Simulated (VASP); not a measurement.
Runs of VASP 6.6.1 on Pt. The structure is that of space group Im-3m (No. 229), or close to it. The cells are those of the table. 

```csv
cell,gap on the mesh (eV),pressure (GPa)
"a = 2.780 Å, angles 109.5°, 1 atom",none,-18.8
"a = 2.726 Å, angles 109.5°, 1 atom",none,-6.9
"a = 2.798 Å, angles 109.5°, 1 atom",none,-21.8
"a = 2.744 Å, angles 109.5°, 1 atom",none,(a)
"a = 2.688 Å, angles 109.5°, 1 atom",none,4.5
"a = 2.707 Å, angles 109.5°, 1 atom",none,(b)
"a = 2.762 Å, angles 109.5°, 1 atom",none,-15.5
```

Alike in all rows: task single point; level PBEsol; potentials or basis VASP PAW PBE potentials, release 64 (Pt); no spin polarisation; k mesh 13 × 13 × 13; cutoff (eV) 520; smearing methfessel-paxton 0.05 eV.

**Question.** Fill in the values left out.

**Answer.** (a) -11.6; (b) -1.6.

Caveats: the PAW data sets were made with another functional, which shifts forces and pressure a little; spin-orbit coupling is left out, which moves the levels of the heavy elements.

A k mesh can miss the band edges, and the runs leave out spin-orbit coupling on Pt.

A gap of «none» marks levels without a gap at the run's occupations.
